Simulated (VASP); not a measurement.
# Ta2C (P-3m1) in VASP: notebook

The runs below take Ta2C through single point, with r2SCAN.

Everything below comes from runs of VASP 6.6.1. Logs are shortened: lines on timing, memory, paths and dates and some standing lists are left out, and cuts for length are marked.

## Step 1: The cell of the first run

The structure is trigonal, space group P-3m1 (No. 164). Conventional cell: a = 3.106 Å, b = 3.106 Å, c = 4.946 Å, α = 90.00°, β = 90.00°, γ = 120.00°. Ta (site symmetry 3m) has 3 C at 2.18 Å within 2.9 Å. Within 2.9 Å of C (site symmetry -3m) lie 6 Ta at 2.18 Å.

## Step 2: Single point, r2SCAN

File POSCAR:

```
Ta2C
1.0
    3.1059007354      0.0000000000      0.0000000000
   -1.5529503677      2.6897889385      0.0000000000
    0.0000000000      0.0000000000      4.9464000000
Ta C
2 1
Direct
    0.3333333333      0.6666666667      0.2520100000
    0.6666666667      0.3333333333      0.7479900000
    0.0000000000      0.0000000000      0.0000000000
```

File INCAR.step1:

```
SYSTEM = Ta2C
  PREC = Accurate
  ENCUT = 520
  ISMEAR = 0
  SIGMA = 0.1
  LREAL = .FALSE.
  LASPH = .TRUE.
  NELM = 100
  NBANDS = 20
  GGA = PE
  ALGO = Normal
  EDIFF = 1E-4
  LWAVE = .TRUE.
  LCHARG = .FALSE.
```

File INCAR.step2:

```
SYSTEM = Ta2C
  PREC = Accurate
  ENCUT = 520
  EDIFF = 1E-6
  ISMEAR = 0
  SIGMA = 0.1
  LREAL = .FALSE.
  LASPH = .TRUE.
  NELM = 100
  ALGO = Normal
  ISIF = 2
  LWAVE = .FALSE.
  LCHARG = .FALSE.
  METAGGA = R2SCAN
  LMIXTAU = .TRUE.
  NBANDS = 20
  ISTART = 1
```

File KPOINTS:

```
Automatic mesh
0
G
  9 9 4
  0 0 0
```

Potentials or basis: VASP PAW PBE potentials, release 64 (Ta_pv, C).

The run is started by

```console
$ cat potpaw_PBE.64/Ta_pv/POTCAR potpaw_PBE.64/C/POTCAR > POTCAR
$ cp INCAR.step1 INCAR
$ mpirun -np 1 vasp_std > vasp.out
$ cp INCAR.step2 INCAR
$ mpirun -np 1 vasp_std > vasp.out
```

OUTCAR:

```text
SYSTEM = Ta2C
   PREC = Accurate
   ENCUT = 520
   EDIFF = 1E-6
   ISMEAR = 0
   LREAL = .FALSE.
   LASPH = .TRUE.
   NELM = 100
   ISIF = 2
   METAGGA = R2SCAN
   ISTART = 1

 ion  position               nearest neighbor table
   1  0.333  0.667  0.252-   3 2.18   3 2.18   3 2.18   2 3.04   2 3.04   2 3.04   2 3.07   2 3.07
                             2 3.07
   2  0.667  0.333  0.748-   3 2.18   3 2.18   3 2.18   1 3.04   1 3.04   1 3.04   1 3.07   1 3.07
                             1 3.07
   3  0.000  0.000  0.000-   1 2.18   2 2.18   2 2.18   1 2.18   2 2.18   1 2.18

  LATTYP: Found a hexagonal cell.
 ALAT       =     3.1059007354
 C/A-ratio  =     1.5925814832

  Lattice vectors:

 A1 = (   3.1059007354,   0.0000000000,   0.0000000000)
 A2 = (  -1.5529503677,   2.6897889385,   0.0000000000)
 A3 = (   0.0000000000,   0.0000000000,   4.9464000000)

Analysis of symmetry for initial positions (statically):
=====================================================================
 Subroutine PRICEL returns:
 Original cell was already a primitive cell.

 Routine SETGRP: Setting up the symmetry group for a
 hexagonal supercell.

 Subroutine GETGRP returns: Found 12 space group operations
 (whereof 12 operations were pure point group operations)
 out of a pool of 24 trial point group operations.

The static configuration has the point symmetry D_3d.

Analysis of symmetry for dynamics (positions and initial velocities):
=====================================================================
 Subroutine PRICEL returns:
 Original cell was already a primitive cell.

 Routine SETGRP: Setting up the symmetry group for a
 hexagonal supercell.

 Subroutine GETGRP returns: Found 12 space group operations
 (whereof 12 operations were pure point group operations)
 out of a pool of 24 trial point group operations.

The dynamic configuration has the point symmetry D_3d.

 Subroutine INISYM returns: Found 12 space group operations
 (whereof 12 operations are pure point group operations),
 and found     1 'primitive' translations

----------------------------------------------------------------------------------------

                                     Primitive cell

  volume of cell :      41.3233

[... 84 lines left out ...]
   ISPIN  =      1    spin polarized calculation?
   LNONCOLLINEAR =      F non collinear calculations
   LSORBIT =      F    spin-orbit coupling
   LASPH  =      T    aspherical Exc in radial PAW
   ENCUT  =  520.0 eV  38.22 Ry    6.18 a.u.   5.77  5.77  9.20*2*pi/ulx,y,z
   NELM   =    100;   NELMIN=  2; NELMDL=  0     # of ELM steps
   EDIFF  = 0.1E-05   stopping-criterion for ELM
   LREAL  =      F    real-space projection
   EDIFFG = 0.1E-04   stopping-criterion for IOM
   NSW    =      0    number of steps for IOM
   IBRION =     -1    ionic relax: 0-MD 1-quasi-New 2-CG
   NFREE  =      0    steps in history (QN), initial steepest desc. (CG)
   ISIF   =      2    stress and relaxation
   ISYM   =      2    0-nonsym 1-usesym 2-fastsym
   POTIM  = 0.5000    time-step for ionic-motion
   TEBEG  =    0.0;   TEEND  =   0.0 temperature during run
   PSTRESS=    0.0 pullay stress
   NELECT =      26.0000    total number of electrons
   NUPDOWN=      -1.0000    fix difference up-down
   EMIN   =  10.00;   EMAX   =-10.00  energy-range for DOS
   EFERMI =   0.00;   METHOD = LEGACY
   ISMEAR =     0;   SIGMA  =   0.10  broadening in eV -4-tet -1-fermi 0-gaus
   EFERMI_NEDOS =   21; number of points for ismear=-14 and -15
   IALGO  =     38    algorithm
   IMIX   =      4    mixing-type and parameters
     AMIX     =   0.40;   BMIX     =  1.00
     AMIX_MAG =   1.60;   BMIX_MAG =  1.00
  volume/ion in A,a.u.               =      13.77        92.95
  Fermi-wavevector in a.u.,A,eV,Ry     =   1.402817  2.650939 26.774835  1.967895
  Thomas-Fermi vector in A             =   2.525541
   LORBIT       =      0    0 simple, 1 ext, 2 COOP (PROOUT), +10 PAW based schemes
   METAGGA = R2SCAN    functional components
   LHFCALC =     F    Hartree Fock is set to
   AEXX    =    0.0000 exact exchange contribution
   IVDW    =     0    specifies the selected vdW correction
   LEPSILON=     F    determine dielectric tensor
   LRPA    =     F    only Hartree local field effects (RPA)
 non-spin polarized calculation
 Gauss-broadening in eV      SIGMA  =   0.10
  energy-cutoff  :      520.00
  volume of cell :       41.32
 maximum number of plane-waves:      1124
 NGX is ok and might be reduce to    24
   NGX = 11   NGY = 11   NGZ = 19

 number of electron      26.0000001 magnetization

 Free energy of the ion-electron system (eV)
  ---------------------------------------------------
  ext. energy  EPLUGINS =         0.00000000
  ---------------------------------------------------
  free energy    TOTEN  =      -109.16104095 eV

  energy without entropy =     -109.15723198  energy(sigma->0) =     -109.15913647

 E-fermi :   6.5721     XC(G=0): -13.8640

 val. band max:        6.5676215513   @ k =  -0.1111   0.3333   0.2500
 cond. band min:       6.5757940071   @ k =   0.0000   0.0000   0.0000
 fundamental gap:      0.0081724558
 Fermi energy:         6.5721481922

 k-point     1 :       0.0000    0.0000    0.0000
  band No.  band energies     occupation
      1     -29.6419      2.00000
      2     -28.9297      2.00000
      3     -28.9297      2.00000
      4     -28.8165      2.00000
      5     -28.8165      2.00000
      6     -28.7295      2.00000
[... 541 lines left out ...]
     19      12.3204      0.00000
     20      14.4382      0.00000

 [... further k-points ...]

------------------------ aborting loop because EDIFF is reached ----------------------------------------

  FORCE on cell =-STRESS in cart. coord.  units (eV):
  Direction    XX          YY          ZZ          XY          YZ          ZX
  --------------------------------------------------------------------------------------
  -------------------------------------------------------------------------------------
  Total        0.5365743      0.5365743      0.4241916      0.0000000      0.0000000      0.0000000
  in kB       20.8039326     20.8039326     16.4466590      0.0000000      0.0000000      0.0000000
  external PRESSURE =      19.3515081 kB  Pullay stress =       0.0000000 kB

 VOLUME and BASIS-vectors are now :
 -----------------------------------------------------------------------------
  energy-cutoff  :      520.00
  volume of cell :       41.32
      direct lattice vectors                 reciprocal lattice vectors
     3.105900735  0.000000000  0.000000000     0.321967791  0.185888191  0.000000000
    -1.552950368  2.689788939  0.000000000     0.000000000  0.371776382  0.000000000
     0.000000000  0.000000000  4.946400000     0.000000000  0.000000000  0.202167233

 POSITION                                       TOTAL-FORCE (eV/Angst)
 -----------------------------------------------------------------------------------
     -0.00000      1.79319      1.24654         0.000000     -0.000000      0.276033
      1.55295      0.89660      3.69986        -0.000000      0.000000     -0.276033
      0.00000      0.00000      0.00000         0.000000      0.000000      0.000000
 -----------------------------------------------------------------------------------
    total drift:                               -0.000000      0.000000     -0.000000

  FREE ENERGIE OF THE ION-ELECTRON SYSTEM (eV)
  ---------------------------------------------------
  free  energy   TOTEN  =      -109.1610409515 eV

  energy  without entropy=     -109.1572319840  energy(sigma->0) =     -109.15913647
```

OUTCAR.step1:

```text
SYSTEM = Ta2C
   PREC = Accurate
   ENCUT = 520
   ISMEAR = 0
   LREAL = .FALSE.
   LASPH = .TRUE.
   NELM = 100
[... 779 lines left out ...]
     -0.00000      1.79319      1.24654         0.000000      0.000000      0.219918
      1.55295      0.89660      3.69986        -0.000000     -0.000000     -0.219918
      0.00000      0.00000      0.00000        -0.000000      0.000000      0.000000
 -----------------------------------------------------------------------------------
    total drift:                               -0.000000      0.000000     -0.000000

  FREE ENERGIE OF THE ION-ELECTRON SYSTEM (eV)
  ---------------------------------------------------
  free  energy   TOTEN  =       -34.6627446198 eV

  energy  without entropy=      -34.6584827856  energy(sigma->0) =      -34.66061370
```

Run time: 3.6 min. Hardware: 1 thread of AMD EPYC 7R43 (Zen 3), shared host; peak memory 0.14 GiB.

What came out:

```
Free energy            : -109.1610 eV
Pressure               : 1.9 GPa
Largest force          : 0.276 eV/Å
Band gap on the k mesh : zero (band 13 reaches 7.10 eV, above the bottom of band 14 at 6.35 eV)
```

Forces on the atoms (eV/Å):
```
Ta   0.000  0.000  0.276
Ta   0.000  0.000 -0.276
C    0.000  0.000  0.000
```

Caveat: the PAW data sets were made with another functional, which shifts forces and pressure a little; spin-orbit coupling is left out, which moves the levels of the heavy elements.

## Step 3: Single point, r2SCAN

POSCAR is that of step 2.

File INCAR.step1:

```
ALGO = Normal ; EDIFF = 1E-4
ENCUT = 520 ; GGA = PE
ISMEAR = 0 ; LASPH = T
LCHARG = F ; LREAL = F
LWAVE = T ; NBANDS = 20
NELM = 80 ; PREC = Accurate
SIGMA = 0.1
```

File INCAR.step2:

```
ALGO = Normal ; EDIFF = 1E-6
ENCUT = 520 ; ISIF = 2
ISMEAR = 0 ; ISTART = 1
LASPH = T ; LCHARG = F
LMIXTAU = T ; LREAL = F
LWAVE = F ; METAGGA = R2SCAN
NBANDS = 20 ; NELM = 80
PREC = Accurate ; SIGMA = 0.1
```

File KPOINTS:

```
k-points
0
Gamma
  9 9 6
```

Potentials or basis: VASP PAW PBE potentials, release 64 (Ta_pv, C).

The run is started by

```console
$ cat potpaw_PBE.64/Ta_pv/POTCAR potpaw_PBE.64/C/POTCAR > POTCAR
$ cp INCAR.step1 INCAR
$ mpirun -np 1 vasp_std > vasp.out
$ cp INCAR.step2 INCAR
$ mpirun -np 1 vasp_std > vasp.out
```

It took 5.5 min on 1 thread of AMD EPYC 7R43 (Zen 3), shared host; peak memory 0.15 GiB.

It converged, with:

* Free energy: -109.1591 eV
* Pressure: 2.0 GPa
* Largest force: 0.309 eV/Å
* Band gap on the k mesh: zero (band 13 reaches 7.10 eV, above the bottom of band 14 at 6.35 eV)

Forces on the atoms (eV/Å):
```
Ta   0.000  0.000  0.309
Ta   0.000  0.000 -0.309
C    0.000  0.000  0.000
```

Stress tensor (GPa, compression positive):
```
2.42 0.00 0.00
0.00 2.42 0.00
0.00 0.00 1.03
```

Levels at points of the mesh, in eV from the Fermi level:
```csv
k point,band 9,band 10,band 11,band 12,band 13,band 14,band 15,band 16,band 17,band 18
"(0.00, 0.00, 0.00)",-3.90,-3.90,-3.48,0.01,0.53,0.53,1.18,1.18,2.52,2.52
"(0.00, 0.00, 0.50)",-4.15,-4.15,-1.91,-1.84,-0.22,-0.22,2.97,2.97,3.66,3.66
```

Caveat: the PAW data sets were made with another functional, which shifts forces and pressure a little; spin-orbit coupling is left out, which moves the levels of the heavy elements.

## Step 4: Single point, r2SCAN

POSCAR is that of step 3.

File INCAR.step1:

```
  ALGO = Normal
  EDIFF = 1E-4
  ENCUT = 520
  GGA = PE
  ISMEAR = 0
  LASPH = T
  LCHARG = F
  LREAL = F
  LWAVE = T
  NBANDS = 20
  NELM = 80
  PREC = Accurate
  SIGMA = 0.1
```

File INCAR.step2:

```
  ALGO = Normal
  EDIFF = 1E-7
  ENCUT = 520
  ISIF = 2
  ISMEAR = 0
  ISTART = 1
  LASPH = T
  LCHARG = F
  LMIXTAU = T
  LREAL = F
  LWAVE = F
  METAGGA = R2SCAN
  NBANDS = 20
  NELM = 80
  PREC = Accurate
  SIGMA = 0.1
```

File KPOINTS:

```
k-points
0
Gamma
  12 12 6
```

Potentials or basis: VASP PAW PBE potentials, release 64 (Ta_pv, C).

The run is started by

```console
$ cat potpaw_PBE.64/Ta_pv/POTCAR potpaw_PBE.64/C/POTCAR > POTCAR
$ cp INCAR.step1 INCAR
$ mpirun -np 1 vasp_std > vasp.out
$ cp INCAR.step2 INCAR
$ mpirun -np 1 vasp_std > vasp.out
```

OUTCAR:

```text
EDIFF = 1E-7
   ENCUT = 520
   ISIF = 2
   ISMEAR = 0
   ISTART = 1
   LASPH = T
   LREAL = F
   METAGGA = R2SCAN
   NELM = 80
   PREC = Accurate

 ion  position               nearest neighbor table
   1  0.333  0.667  0.252-   3 2.18   3 2.18   3 2.18   2 3.04   2 3.04   2 3.04   2 3.07   2 3.07
                             2 3.07
   2  0.667  0.333  0.748-   3 2.18   3 2.18   3 2.18   1 3.04   1 3.04   1 3.04   1 3.07   1 3.07
                             1 3.07
[... 203 lines left out ...]
      6     -28.7314      2.00000
[... 541 lines left out ...]
     19      12.3133      0.00000
     20      13.1052      0.00000

 [... further k-points ...]
[... 5 lines left out ...]
  --------------------------------------------------------------------------------------
  -------------------------------------------------------------------------------------
  Total        0.5615506      0.5615506      0.3722287      0.0000000     -0.0000000      0.0000000
  in kB       21.7723077     21.7723077     14.4319632      0.0000000     -0.0000000      0.0000000
  external PRESSURE =      19.3255262 kB  Pullay stress =       0.0000000 kB

 VOLUME and BASIS-vectors are now :
 -----------------------------------------------------------------------------
  energy-cutoff  :      520.00
  volume of cell :       41.32
      direct lattice vectors                 reciprocal lattice vectors
     3.105900735  0.000000000  0.000000000     0.321967791  0.185888191  0.000000000
    -1.552950368  2.689788939  0.000000000     0.000000000  0.371776382  0.000000000
     0.000000000  0.000000000  4.946400000     0.000000000  0.000000000  0.202167233

 POSITION                                       TOTAL-FORCE (eV/Angst)
 -----------------------------------------------------------------------------------
     -0.00000      1.79319      1.24654         0.000000     -0.000000      0.246038
      1.55295      0.89660      3.69986        -0.000000      0.000000     -0.246038
      0.00000      0.00000      0.00000        -0.000000      0.000000      0.000000
 -----------------------------------------------------------------------------------
    total drift:                               -0.000000      0.000000     -0.000000

  FREE ENERGIE OF THE ION-ELECTRON SYSTEM (eV)
  ---------------------------------------------------
  free  energy   TOTEN  =      -109.1607013998 eV

  energy  without entropy=     -109.1565089305  energy(sigma->0) =     -109.15860517
```

OSZICAR.step1:

```text
N       E                     dE             d eps       ncg     rms          rms(c)
DAV:   1     0.200166270449E+03    0.20017E+03   -0.15009E+04  4000   0.136E+03
DAV:   2    -0.306260064860E+02   -0.23079E+03   -0.22546E+03  4504   0.380E+02
DAV:   3    -0.386775399685E+02   -0.80515E+01   -0.79429E+01  5028   0.639E+01
DAV:   4    -0.387742280750E+02   -0.96688E-01   -0.96410E-01  4920   0.687E+00
DAV:   5    -0.387751503164E+02   -0.92224E-03   -0.92195E-03  4996   0.607E-01    0.279E+01
DAV:   6    -0.348862410701E+02    0.38889E+01   -0.18898E+01  4976   0.246E+01    0.118E+01
DAV:   7    -0.347050031125E+02    0.18124E+00   -0.14362E+00  4448   0.745E+00    0.581E+00
DAV:   8    -0.346678587774E+02    0.37144E-01   -0.18684E-01  4780   0.295E+00    0.573E-01
DAV:   9    -0.346634010089E+02    0.44578E-02   -0.26730E-02  4908   0.975E-01    0.206E-01
DAV:  10    -0.346632123670E+02    0.18864E-03   -0.40457E-03  5068   0.484E-01    0.635E-02
DAV:  11    -0.346631346031E+02    0.77764E-04   -0.48482E-04  4592   0.137E-01
   1 F= -.34663135E+02 E0= -.34661193E+02  d E =-.388286E-02
```

Run time: 12 min. Hardware: 1 thread of AMD EPYC 7R43 (Zen 3), shared host; peak memory 0.18 GiB.

What came out:

- Free energy: -109.1607 eV
- Pressure: 1.9 GPa
- Largest force: 0.246 eV/Å
- Band gap on the k mesh: zero (band 13 reaches 7.10 eV, above the bottom of band 14 at 6.35 eV)

Forces in eV/Å, atoms in the order of the input:
```
Ta   0.000  0.000  0.246
Ta   0.000  0.000 -0.246
C    0.000  0.000  0.000
```

Caveat: the PAW data sets were made with another functional, which shifts forces and pressure a little; spin-orbit coupling is left out, which moves the levels of the heavy elements.

## Step 5: Overview

```tsv
k mesh	gap on the mesh (eV)	pressure (GPa)	largest force (eV/Å)
9 × 9 × 4	none	1.9	0.28
9 × 9 × 6	none	2.0	0.31
12 × 12 × 6	none	1.9	0.25
```

Alike in all rows: task single point; level r2SCAN; potentials or basis VASP PAW PBE potentials, release 64 (Ta_pv, C); no spin polarisation; cell as given; cutoff (eV) 520; smearing gaussian 0.1 eV.

Every run on the cell as given and a fine mesh finds a metal.

Caveats: the PAW data sets were made with another functional, which shifts forces and pressure a little; spin-orbit coupling is left out, which moves the levels of the heavy elements.

Total energies depend on the potentials used, so only differences within one code and one set of settings carry meaning.
